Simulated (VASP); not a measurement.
# GaAs: single point with LDA

The system is GaAs.

```
Ga As
1.0
     0.00000    2.80788    2.80788
     2.80788    0.00000    2.80788
     2.80788    2.80788    0.00000
Ga As
1 1
Direct
  0.00000 0.00000 0.00000
  0.75000 0.75000 0.75000
```

This cell differs from its parent crystal: volume scaled by 0.98.

| Item | Value |
| --- | --- |
| Program | VASP 6.6.1 |
| Task | single point |
| Functional | LDA |
| Potentials or basis | VASP PAW LDA potentials, release 64 (Ga_d, As) |
| Cutoff | 520 eV |
| k mesh | 11 × 11 × 11 |
| Occupations | fermi-dirac, width 0.05 eV |
| Spin | no spin polarisation |

The pressure is -0.2 GPa. The band gap on the k mesh is 0.48 eV, direct.

Levels at points of the mesh, in eV from the valence-band top:
```
           k point  band 6  band 7  band 8  band 9  band 10  band 11  band 12  band 13
(0.00, 0.00, 0.00)  -12.91    0.00    0.00    0.00     0.48     3.68     3.68     3.68
```

It took 77 s on 1 thread of AMD EPYC 7R13, with other jobs on the host, peak memory 0.14 GiB.

 A k mesh can miss the band edges.
